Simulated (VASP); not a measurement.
AlN, 4 atoms in the cell. It takes space group P6_3mc (No. 186, hexagonal). The conventional cell has a = 3.092 Å, b = 3.092 Å, c = 4.948 Å, α = 90.00°, β = 90.00°, γ = 120.00°. Al (site symmetry 3m) has 4 N at 1.88 Å within 2.5 Å. Within 2.5 Å of N (site symmetry 3m) lie 4 Al at 1.88 Å. 

```yaml
Program: VASP 6.6.1
Task: single point
Functional: PBE exchange alone
Potentials_or_basis: VASP PAW PBE potentials, release 64 (Al, N)
Cutoff: 520 eV
k_mesh: 10 × 10 × 6
Occupations: fermi-dirac, width 0.05 eV
Spin: no spin polarisation
Dipole_correction: no
Further_INCAR_settings: ALGO = Normal; EDIFF = 1e-07; NBANDS = 16
```

Potentials or basis: VASP PAW PBE potentials, release 64 (Al, N).

Run with:

```sh
$ cat potpaw_PBE.64/Al/POTCAR potpaw_PBE.64/N/POTCAR > POTCAR
$ mpirun -np 1 vasp_std > vasp.out
```

Hardware: 1 thread of AMD EPYC 9R45 96-Core Processor (Zen 5) (shared host).

Question: Estimate the wall time of this run.

Answer: Run time: 19 s on 1 thread of AMD EPYC 9R45 96-Core Processor (Zen 5), with other jobs on the host, peak memory 0.14 GiB. Counts: scf iterations 15, k points 56.
